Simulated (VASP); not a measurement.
Set up this calculation in VASP 6.6.1, as the native input.

* Task: single point
* Functional: LDA
* Potentials or basis: VASP PAW LDA potentials, release 64 (Pb_d)
* Cutoff: 520 eV
* k mesh: 7 × 7 × 7
* Occupations: fermi-dirac, width 0.05 eV
* Spin: no spin polarisation
* Dipole correction: no
* Further INCAR settings: ALGO = Fast; EDIFF = 1e-07; NBANDS = 21

The structure of Pb lies in POSCAR:

```
Pb
1.0
    0.0000000000      3.4390000555      3.4390000555
    3.4390000555      0.0000000000      3.4390000555
    3.4390000555      3.4390000555      0.0000000000
Pb
2
Direct
    0.2500000000      0.2500000000      0.2500000000
    0.0000000000      0.0000000000      0.0000000000
```

One way to write it, as run:

INCAR

```
PREC = Accurate
ENCUT = 520
EDIFF = 1E-7
ISMEAR = -1
SIGMA = 0.05
LREAL = F
LASPH = T
NELM = 100
ALGO = Fast
ISIF = 2
LWAVE = F
LCHARG = F
NBANDS = 21
```

KPOINTS

```
Automatic mesh
0
Gamma
  7 7 7
```

Potentials or basis: VASP PAW LDA potentials, release 64 (Pb_d).

Launch:

```console
$ cat potpaw_LDA.64/Pb_d/POTCAR > POTCAR
$ mpirun -np 1 vasp_std > vasp.out
```

It gave:

* Pressure: -0.7 GPa
* Band gap on the k mesh: zero (band 14 reaches 4.45 eV, above the bottom of band 15 at 3.34 eV)

Caveat: spin-orbit coupling is left out, which moves the levels of the heavy elements.

Wall time 55 s on 1 thread of AMD EPYC 7R13 (shared host), peak memory 0.15 GiB.
